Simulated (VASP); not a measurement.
# GaN (P6_3mc) in VASP: single point with r2SCAN

Aim: the single point of GaN with r2SCAN.

Everything below comes from runs of VASP 6.6.1. Logs are shortened: lines on timing, memory, paths and dates and some standing lists are left out, and cuts for length are marked.

**1. The cell of the first run**

It takes space group P6_3mc (No. 186, hexagonal). Conventional cell: a = 3.183 Å, b = 3.183 Å, c = 5.183 Å, α = 90.00°, β = 90.00°, γ = 120.00°. Ga (site symmetry 3m) has 4 N at 1.95 Å within 2.6 Å. Within 2.6 Å of N (site symmetry 3m) lie 4 Ga at 1.95 Å.

**2. Single point, r2SCAN**

File POSCAR:

```
GaN
1.0
    3.1831107106      0.0000000000      0.0000000000
   -1.5915553553      2.7566547384      0.0000000000
    0.0000000000      0.0000000000      5.1832801340
Ga N
2 2
Direct
    0.3333333333      0.6666666667      0.0000869430
    0.6666666667      0.3333333333      0.5000869430
    0.3333333333      0.6666666667      0.3769130570
    0.6666666667      0.3333333333      0.8769130570
```

File INCAR.step1:

```
PREC = Accurate ; ENCUT = 910
ISMEAR = 0 ; SIGMA = 0.01
LREAL = F ; LASPH = T
NELM = 120 ; NBANDS = 26
GGA = PE ; ALGO = Normal
EDIFF = 1E-5 ; LWAVE = T
LCHARG = F ; GGA_COMPAT = F
```

File INCAR.step2:

```
PREC = Accurate ; ENCUT = 910
EDIFF = 1E-6 ; ISMEAR = 0
SIGMA = 0.01 ; LREAL = F
LASPH = T ; NELM = 120
ALGO = Normal ; ISIF = 2
LWAVE = F ; LCHARG = T
METAGGA = R2SCAN ; LMIXTAU = T
LELF = T ; LVHAR = T
NBANDS = 26 ; ISTART = 1
GGA_COMPAT = F
```

File KPOINTS:

```
Automatic mesh
0
Gamma
  8 8 5
```

Potentials or basis: VASP PAW PBE potentials, release 64 (Ga_d, N_h).

On the command line:

```console
$ cat potpaw_PBE.64/Ga_d/POTCAR potpaw_PBE.64/N_h/POTCAR > POTCAR
$ cp INCAR.step1 INCAR
$ mpirun -np 1 vasp_std > vasp.out
$ cp INCAR.step2 INCAR
$ mpirun -np 1 vasp_std > vasp.out
```

OUTCAR:

```text
PREC = Accurate
   ENCUT = 910
   EDIFF = 1E-6
   ISMEAR = 0
   LREAL = F
   LASPH = T
   NELM = 120
   ISIF = 2
   METAGGA = R2SCAN
   ISTART = 1

 ion  position               nearest neighbor table
   1  0.333  0.667  0.000-   4 1.95   4 1.95   4 1.95   3 1.95
   2  0.667  0.333  0.500-   3 1.95   3 1.95   3 1.95   4 1.95
   3  0.333  0.667  0.377-   2 1.95   2 1.95   2 1.95   1 1.95
   4  0.667  0.333  0.877-   1 1.95   1 1.95   1 1.95   2 1.95

  LATTYP: Found a hexagonal cell.
 ALAT       =     3.1831107106
 C/A-ratio  =     1.6283694176

  Lattice vectors:

 A1 = (   3.1831107106,   0.0000000000,   0.0000000000)
 A2 = (  -1.5915553553,   2.7566547384,   0.0000000000)
 A3 = (   0.0000000000,   0.0000000000,   5.1832801340)

Analysis of symmetry for initial positions (statically):
=====================================================================
 Subroutine PRICEL returns:
 Original cell was already a primitive cell.

 Routine SETGRP: Setting up the symmetry group for a
 hexagonal supercell.

 Subroutine GETGRP returns: Found 12 space group operations
 (whereof  6 operations were pure point group operations)
 out of a pool of 24 trial point group operations.

The static configuration has the point symmetry C_3v.
 The point group associated with its full space group is C_6v.

Analysis of symmetry for dynamics (positions and initial velocities):
=====================================================================
 Subroutine PRICEL returns:
 Original cell was already a primitive cell.

 Routine SETGRP: Setting up the symmetry group for a
 hexagonal supercell.

 Subroutine GETGRP returns: Found 12 space group operations
 (whereof  6 operations were pure point group operations)
 out of a pool of 24 trial point group operations.

The dynamic configuration has the point symmetry C_3v.
 The point group associated with its full space group is C_6v.

 Subroutine INISYM returns: Found 12 space group operations
 (whereof  6 operations are pure point group operations),
 and found     1 'primitive' translations

----------------------------------------------------------------------------------------

                                     Primitive cell

  volume of cell :      45.4819

  direct lattice vectors                    reciprocal lattice vectors
     3.183110711  0.000000000  0.000000000     0.314158096  0.181379261  0.000000000
    -1.591555355  2.756654738  0.000000000     0.000000000  0.362758523  0.000000000
     0.000000000  0.000000000  5.183280134     0.000000000  0.000000000  0.192928025

  length of vectors
     3.183110711  3.183110711  5.183280134     0.362758523  0.362758523  0.192928025

  position of ions in fractional coordinates (direct lattice)
     0.333333333  0.666666667  0.000086943
     0.666666667  0.333333333  0.500086943
     0.333333333  0.666666667  0.376913057
     0.666666667  0.333333333  0.876913057

  ion indices of the primitive-cell ions
   primitive index   ion index
                 1           1
                 2           2
                 3           3
                 4           4

----------------------------------------------------------------------------------------

 KPOINTS: Automatic mesh

Automatic generation of k-mesh.
 Grid dimensions read from file:
 generate k-points for:    8    8    5

 Generating k-lattice:

  Cartesian coordinates                     Fractional coordinates (reciprocal lattice)
     0.039269762  0.022672408  0.000000000     0.125000000  0.000000000  0.000000000
     0.000000000  0.045344815  0.000000000     0.000000000  0.125000000  0.000000000
     0.000000000  0.000000000  0.038585605     0.000000000  0.000000000  0.200000000

  Length of vectors
     0.045344815  0.045344815  0.038585605

  Shift w.r.t. Gamma in fractional coordinates (k-lattice)
     0.000000000  0.000000000  0.000000000

 Subroutine IBZKPT returns following result:
 ===========================================

 Found     30 irreducible k-points:

 Following reciprocal coordinates:
            Coordinates               Weight
  0.000000  0.000000  0.000000      1.000000
  0.125000 -0.000000  0.000000      6.000000
  0.250000 -0.000000  0.000000      6.000000
  0.375000 -0.000000  0.000000      6.000000
  0.500000 -0.000000  0.000000      3.000000
  0.125000  0.125000  0.000000      6.000000
[... 16 lines left out ...]
  0.250000 -0.000000  0.400000     12.000000
  0.375000 -0.000000  0.400000     12.000000
 [... further k-points ...]
   k-points           NKPTS =     30   k-points in BZ     NKDIM =     30   number of bands    NBANDS=     26
   number of dos      NEDOS =    301   number of ions     NIONS =      4
   total plane-waves  NPLWV =  55296
   dimension x,y,z NGX =    32 NGY =   32 NGZ =   54
   dimension x,y,z NGXF=    64 NGYF=   64 NGZF=  108
   ions per type =               2   2
   NGX,Y,Z   is equivalent  to a cutoff of  16.71, 16.71, 17.32 a.u.
   NGXF,Y,Z  is equivalent  to a cutoff of  33.43, 33.43, 34.64 a.u.
 SYSTEM =  unknown system
   PREC   = accura    normal or accurate (medium, high low for compatibility)
   ISTART =      1    job   : 0-new  1-cont  2-samecut
   ICHARG =      0    charge: 1-file 2-atom 10-const
   ISPIN  =      1    spin polarized calculation?
   LNONCOLLINEAR =      F non collinear calculations
   LSORBIT =      F    spin-orbit coupling
   LASPH  =      T    aspherical Exc in radial PAW
   ENCUT  =  910.0 eV  66.88 Ry    8.18 a.u.   7.83  7.83 12.75*2*pi/ulx,y,z
   NELM   =    120;   NELMIN=  2; NELMDL=  0     # of ELM steps
   EDIFF  = 0.1E-05   stopping-criterion for ELM
   LREAL  =      F    real-space projection
   EDIFFG = 0.1E-04   stopping-criterion for IOM
   NSW    =      0    number of steps for IOM
   IBRION =     -1    ionic relax: 0-MD 1-quasi-New 2-CG
   NFREE  =      0    steps in history (QN), initial steepest desc. (CG)
   ISIF   =      2    stress and relaxation
   ISYM   =      2    0-nonsym 1-usesym 2-fastsym
   POTIM  = 0.5000    time-step for ionic-motion
   TEBEG  =    0.0;   TEEND  =   0.0 temperature during run
   PSTRESS=    0.0 pullay stress
   NELECT =      36.0000    total number of electrons
   NUPDOWN=      -1.0000    fix difference up-down
   EMIN   =  10.00;   EMAX   =-10.00  energy-range for DOS
   EFERMI =   0.00;   METHOD = LEGACY
   ISMEAR =     0;   SIGMA  =   0.01  broadening in eV -4-tet -1-fermi 0-gaus
   EFERMI_NEDOS =   21; number of points for ismear=-14 and -15
   IALGO  =     38    algorithm
   IMIX   =      4    mixing-type and parameters
     AMIX     =   0.40;   BMIX     =  1.00
     AMIX_MAG =   1.60;   BMIX_MAG =  1.00
  volume/ion in A,a.u.               =      11.37        76.73
  Fermi-wavevector in a.u.,A,eV,Ry     =   1.514361  2.861727 31.202092  2.293289
  Thomas-Fermi vector in A             =   2.624029
   LORBIT       =      0    0 simple, 1 ext, 2 COOP (PROOUT), +10 PAW based schemes
   METAGGA = R2SCAN    functional components
   LHFCALC =     F    Hartree Fock is set to
   AEXX    =    0.0000 exact exchange contribution
   IVDW    =     0    specifies the selected vdW correction
   LEPSILON=     F    determine dielectric tensor
   LRPA    =     F    only Hartree local field effects (RPA)
 non-spin polarized calculation
 Gauss-broadening in eV      SIGMA  =   0.01
  energy-cutoff  :      910.00
  volume of cell :       45.48
 maximum number of plane-waves:      2864
 NGX is ok and might be reduce to    32
   NGX = 15   NGY = 15   NGZ = 25

 number of electron      36.0000000 magnetization

 Free energy of the ion-electron system (eV)
  ---------------------------------------------------
  ext. energy  EPLUGINS =         0.00000000
  ---------------------------------------------------
  free energy    TOTEN  =       -43.81928179 eV

  energy without entropy =      -43.81928179  energy(sigma->0) =      -43.81928179

 E-fermi :   5.5086     XC(G=0): -12.6566

 val. band max:        5.3998843406   @ k =   0.0000   0.0000   0.0000
 cond. band min:       7.7419169909   @ k =   0.0000   0.0000   0.0000
 fundamental gap:      2.3420326502
 Fermi energy:         5.5085939161

 k-point     1 :       0.0000    0.0000    0.0000
  band No.  band energies     occupation
      1     -11.4157      2.00000
      2     -10.4091      2.00000
      3      -8.4290      2.00000
      4      -8.4133      2.00000
      5      -8.4133      2.00000
      6      -8.3448      2.00000
[... 18 lines left out ...]
     25      17.8893      0.00000
     26      17.8893      0.00000

 k-point     2 :       0.1250   -0.0000    0.0000
  band No.  band energies     occupation
      1     -11.2637      2.00000
      2     -10.3656      2.00000
      3      -8.4117      2.00000
      4      -8.3908      2.00000
      5      -8.3626      2.00000
      6      -8.3236      2.00000
[... 18 lines left out ...]
     25      17.4370      0.00000
     26      18.2329      0.00000

 k-point     3 :       0.2500   -0.0000    0.0000
  band No.  band energies     occupation
      1     -10.8970      2.00000
      2     -10.2787      2.00000
      3      -8.3697      2.00000
      4      -8.3492      2.00000
      5      -8.2764      2.00000
      6      -8.2381      2.00000
[... 18 lines left out ...]
     25      17.5859      0.00000
     26      18.9691      0.00000

 k-point     4 :       0.3750   -0.0000    0.0000
  band No.  band energies     occupation
      1     -10.5531      2.00000
      2     -10.2199      2.00000
      3      -8.3508      2.00000
      4      -8.3299      2.00000
      5      -8.2291      2.00000
      6      -8.1678      2.00000
[... 18 lines left out ...]
     25      18.0919      0.00000
     26      19.5220      0.00000

 k-point     5 :       0.5000   -0.0000    0.0000
  band No.  band energies     occupation
      1     -10.4236      2.00000
      2     -10.2066      2.00000
      3      -8.3517      2.00000
      4      -8.3277      2.00000
      5      -8.2171      2.00000
      6      -8.1697      2.00000
[... 18 lines left out ...]
     25      18.6500      0.00000
     26      19.6313      0.00000

 k-point     6 :       0.1250    0.1250    0.0000
  band No.  band energies     occupation
      1     -11.0035      2.00000
      2     -10.3015      2.00000
      3      -8.3738      2.00000
      4      -8.3647      2.00000
      5      -8.2926      2.00000
      6      -8.2856      2.00000
[... 427 lines left out ...]
 k-point    21 :       0.0000    0.0000    0.4000
  band No.  band energies     occupation
      1     -11.0036      2.00000
      2     -10.6778      2.00000
      3      -8.3982      2.00000
      4      -8.3982      2.00000
      5      -8.3769      2.00000
      6      -8.3769      2.00000
[... 18 lines left out ...]
     25      16.8134      0.00000
     26      16.8134      0.00000

 k-point    22 :       0.1250   -0.0000    0.4000
  band No.  band energies     occupation
      1     -10.8843      2.00000
      2     -10.5948      2.00000
      3      -8.3817      2.00000
      4      -8.3713      2.00000
      5      -8.3591      2.00000
      6      -8.3473      2.00000
[... 18 lines left out ...]
     25      16.7028      0.00000
     26      17.2319      0.00000

 k-point    23 :       0.2500   -0.0000    0.4000
  band No.  band energies     occupation
      1     -10.6135      2.00000
      2     -10.4177      2.00000
      3      -8.3522      2.00000
      4      -8.3223      2.00000
      5      -8.3128      2.00000
      6      -8.2783      2.00000
[... 18 lines left out ...]
     25      17.4822      0.00000
     26      18.1239      0.00000

 k-point    24 :       0.3750   -0.0000    0.4000
  band No.  band energies     occupation
      1     -10.3835      2.00000
      2     -10.2799      2.00000
      3      -8.3540      2.00000
      4      -8.3159      2.00000
      5      -8.2699      2.00000
      6      -8.2179      2.00000
[... 18 lines left out ...]
     25      17.8119      0.00000
     26      18.8386      0.00000

 [... further k-points ...]

------------------------ aborting loop because EDIFF is reached ----------------------------------------

  FORCE on cell =-STRESS in cart. coord.  units (eV):
  Direction    XX          YY          ZZ          XY          YZ          ZX
  --------------------------------------------------------------------------------------
  -------------------------------------------------------------------------------------
  Total        0.2864918      0.2864918      0.2642015      0.0000000      0.0000000      0.0000000
  in kB       10.0921553     10.0921553      9.3069422      0.0000000      0.0000000      0.0000000
  external PRESSURE =       9.8304176 kB  Pullay stress =       0.0000000 kB

 VOLUME and BASIS-vectors are now :
 -----------------------------------------------------------------------------
  energy-cutoff  :      910.00
  volume of cell :       45.48
      direct lattice vectors                 reciprocal lattice vectors
     3.183110711  0.000000000  0.000000000     0.314158096  0.181379261  0.000000000
    -1.591555355  2.756654738  0.000000000     0.000000000  0.362758523  0.000000000
     0.000000000  0.000000000  5.183280134     0.000000000  0.000000000  0.192928025

 POSITION                                       TOTAL-FORCE (eV/Angst)
 -----------------------------------------------------------------------------------
     -0.00000      1.83777      0.00045        -0.000000     -0.000000      0.006558
      1.59156      0.91888      2.59209         0.000000      0.000000      0.006558
     -0.00000      1.83777      1.95365         0.000000     -0.000000     -0.006558
      1.59156      0.91888      4.54529        -0.000000     -0.000000     -0.006558
 -----------------------------------------------------------------------------------
    total drift:                               -0.000000      0.000000      0.019620

  FREE ENERGIE OF THE ION-ELECTRON SYSTEM (eV)
  ---------------------------------------------------
  free  energy   TOTEN  =       -43.8192817929 eV

  energy  without entropy=      -43.8192817929  energy(sigma->0) =      -43.81928179
```

It took 2.2 min on 1 thread of Intel Xeon 6975P-C (Granite Rapids), shared host; peak memory 0.28 GiB.

Results:

```yaml
Free_energy: -43.8193 eV
Pressure: 1.0 GPa
Largest_force: 0.007 eV/Å
Band_gap_on_the_k_mesh: 2.34 eV
```

Forces on the atoms (eV/Å):
```
Ga   0.000  0.000  0.007
Ga   0.000  0.000  0.007
N    0.000  0.000 -0.007
N    0.000  0.000 -0.007
```

Levels at points of the mesh, in eV from the valence-band top:
| k point | band 16 | band 17 | band 18 | band 19 | band 20 | band 21 |
| --- | --- | --- | --- | --- | --- | --- |
| (0.00, 0.00, 0.00) | -0.04 | 0.00 | 0.00 | 2.34 | 4.81 | 9.96 |
| (0.50, 0.00, 0.00) | -2.83 | -2.24 | -1.03 | 5.58 | 6.12 | 6.55 |

Caveat: the cutoff is under 1.25 times the usual one of these potentials, so pressure, stress and relaxed cells hold a basis-set (Pulay) error; the PAW data sets were made with another functional, which shifts forces and pressure a little.
